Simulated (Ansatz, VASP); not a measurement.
## Al2H3 in VASP and in Ansatz

```
Al H
1.0
     5.95625   -1.36283   -0.01870
     5.95625    1.36283   -0.01870
    -1.74769    0.00000    6.60065
Al H
4 6
Direct
  0.76313 0.76313 0.34726
  0.45135 0.45135 0.25135
  0.60049 0.60049 0.72488
  0.86803 0.86803 0.88507
  0.72134 0.72134 0.92878
  0.03864 0.03864 0.83986
  0.15522 0.15522 0.61579
  0.48135 0.48135 0.52437
  0.60533 0.60533 0.26535
  0.81823 0.81823 0.61728
```

Change from the starting cell: the structure that the rattled cell fell into.

Alike in both runs: functional PBE; k mesh 14 × 14 × 6; occupations gaussian, width 0.1 eV; no spin polarisation.

Ansatz relaxed the structure, and its values are those at the end. VASP's run is a single point on that final structure, the one shown.

|  | VASP | Ansatz |
| --- | --- | --- |
| version | VASP 6.6.1 | Ansatz 0.2.0 |
| potentials or method | VASP PAW PBE potentials, release 64 (Al, H), cutoff 520 eV | scalar-relativistic, plane waves, PAW |
| valence electrons in the cell | 18 | 18 |

|  | VASP | Ansatz | Ansatz less VASP |
| --- | --- | --- | --- |
| gap on the k mesh at the Fermi level (eV) | none | none | - |
| pressure (GPa) | -0.1 | 0.0 | +0.14 |

A gap of «none» marks a metal or a gap that the smearing closes. The functional is the same, so the differences come from potentials, cutoffs and numerics.
